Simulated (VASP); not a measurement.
Crystal: ZnIn2O6.

```
Zn In O
1.0
     5.60340    0.00000    0.00000
    -2.80170    4.85269    0.00000
     0.00000    0.00000    4.70686
Zn In O
1 2 6
Cartesian
  0.0000 0.0000 2.3534
  0.0000 3.2351 3.5301
  2.8017 1.6176 1.1767
  2.8017 3.2351 3.5301
  1.4008 0.8088 3.5301
  4.2025 0.8088 3.5301
  0.0000 1.6176 1.1767
  1.4009 4.0439 1.1767
  -1.4008 4.0439 1.1767
```

```yaml
Program: VASP 6.6.1
Task: relaxation of cell and atoms
Functional: PBE
Potentials_or_basis: VASP PAW PBE potentials, release 64 (Zn, In_d, O)
Cutoff: 600 eV
k_mesh: 6 × 6 × 4
Occupations: gaussian, width 0.1 eV
Spin: collinear spin, ferromagnetic start
Starting_moments: "[0.0, 0.0, 0.0, 1.0, 1.0, 1.0, 1.0, 1.0, 1.0] μB"
```

At the start: pressure -14.6 GPa; volume 14.22 Å³/atom.

Task: How do energy, volume and symmetry change on relaxing?

Result: Over 30 steps the energy falls by 560.8 meV/atom and the volume is 11.54 Å³/atom (-18.8 %); space group P-3m1 (No. 164, to 0.1 Å) before and after; moment 4.00 μB per cell.

Step by step:
```csv
step,energy change (eV),largest force (eV/Å),pressure (GPa),volume (Å³)
1,0.0000,0.9160,-14.61,127.99
2,-1.8467,1.6588,-4.20,105.44
3,-2.0741,1.6161,0.83,98.39
4,-1.3366,1.9230,28.01,85.25
5,-2.0755,1.6778,3.31,96.71
6,-2.6739,0.3143,8.19,92.50
7,-2.6741,0.3116,8.36,92.42
8,-3.2156,0.3511,-1.13,98.93
9,-3.3173,0.5101,-5.01,102.24
10,-3.8609,0.4777,-4.09,102.06
11,-4.5471,2.2598,9.16,98.92
12,-4.6636,1.6067,2.97,100.39
13,-4.6769,1.8102,4.74,99.97
14,-4.9160,0.8411,2.19,102.44
15,-4.9196,0.6795,1.88,102.84
16,-4.9938,0.3799,-0.13,103.51
17,-5.0126,0.1826,-1.62,104.05
18,-5.0261,0.1132,-0.30,102.99
19,-5.0275,0.0819,0.27,102.56
20,-5.0296,0.0809,0.15,102.66
21,-5.0333,0.1005,-0.19,102.99
22,-5.0300,0.2163,-0.80,103.64
23,-5.0338,0.1117,-0.37,103.16
24,-5.0353,0.1073,-0.25,103.14
25,-5.0388,0.0949,0.06,103.06
26,-5.0421,0.0718,0.73,102.90
27,-5.0452,0.0497,0.32,103.33
28,-5.0464,0.0662,-0.45,104.16
29,-5.0467,0.0422,-0.24,103.91
30,-5.0472,0.0205,-0.08,103.87
```

Final structure:
```
Zn In O
1.0
     6.05872    0.00000    0.00000
    -3.02936    5.24701    0.00000
     0.00000    0.00000    3.26748
Zn In O
1 2 6
Cartesian
  0.0000 0.0000 1.6337
  0.0000 3.4980 2.5178
  3.0294 1.7490 0.7497
  3.0294 3.2695 2.3666
  1.7126 0.9888 2.3666
  4.3461 0.9888 2.3666
  0.0000 1.9775 0.9008
  1.3168 4.2582 0.9008
  -1.3168 4.2582 0.9008
```

Caveat: the volume moved by over 15 % at a fixed basis, so the end points are rough.
